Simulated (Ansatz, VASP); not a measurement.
**One calculation of CdS, two programs**

File INCAR:

```
SYSTEM = CdS
PREC     = Accurate       ! precision mode
ENCUT    = 520            ! plane-wave cutoff, eV
EDIFF    = 1E-7           ! SCF threshold, eV
ISMEAR   = -1             ! smearing method
SIGMA    = 0.02           ! smearing width, eV
LREAL    = .False.        ! projectors in reciprocal space
LASPH    = .True.         ! aspherical terms in the spheres
NELM     = 60             ! most SCF steps
ALGO     = Normal         ! electronic algorithm
ISIF     = 2              ! what is computed and relaxed
LWAVE    = .False.        ! write WAVECAR
LCHARG   = .True.         ! write CHGCAR
GGA      = PE             ! functional
LELF     = .True.         ! ELF
LVHAR    = .True.       
NBANDS   = 16             ! bands
```

The input KPOINTS:

```
Automatic mesh
0
Gamma
  8 8 8
  0 0 0
```

The input POSCAR:

```
CdS
1.0
    0.1406551057      2.9696493917      2.9696493917
    2.9696493917      0.1406551057      2.9696493917
    2.9696493917      2.9696493917      0.1406551057
Cd S
1 1
Direct
    0.0054049610      0.0054049610      0.0054049610
    0.2445950390      0.2445950390      0.2445950390
```

Input for Ansatz:

```yaml
crystal:
  lattice:
    - [0.1406551057, 2.9696493917, 2.9696493917]
    - [2.9696493917, 0.1406551057, 2.9696493917]
    - [2.9696493917, 2.9696493917, 0.1406551057]
  atoms:
    - { symbol: Cd, position: [0.005404961, 0.005404961, 0.005404961] }
    - { symbol: S, position: [0.244595039, 0.244595039, 0.244595039] }
kpoints:
  mp_grid: { grid: [8, 8, 8] }
  band_path:
    path:
      - [0.0, 0.0, 0.0]
      - [-0.5, -0.5, 0.0]
      - [-0.375, -0.375, 0.25]
      - [-0.375, 0.0, 0.375]
      - [0.0, 0.0, 0.5]
      - [-0.5, -0.25, 0.25]
    npoints: 1
hamiltonian:
  xc: pbe
scf:
  occupations: { method: fermi_dirac, width: 0.02 }
  n_extra_bands: 4
output:
  forces: true
  stress: true
  eigenvalues: true
```

Change from the starting cell: epitaxial_111 strain -3.8%.

Alike in both runs: task single point; functional PBE; k mesh 8 × 8 × 8; occupations fermi-dirac, width 0.02 eV; no spin polarisation.

|  | VASP | Ansatz |
| --- | --- | --- |
| version | VASP 6.6.1 | Ansatz 0.2.0 |
| potentials or method | VASP PAW PBE potentials, release 64 (Cd, S) | plane waves, PAW |
| plane-wave cutoff (eV) | 520 | 420 |
| valence electrons in the cell | 18 | 26 |

|  | VASP | Ansatz | Ansatz less VASP |
| --- | --- | --- | --- |
| gap on the k mesh at the Fermi level (eV) | 1.01 | 1.01 | -0.003 |
| pressure (GPa) | 4.3 | 3.9 | -0.39 |
| traceless stress, the component that is largest in VASP (GPa) | -1.22 | -1.22 | -0.003 |

VASP's potentials hold 18 valence electrons a cell and Ansatz's 26, so a difference there can come from the potentials and not from the codes.
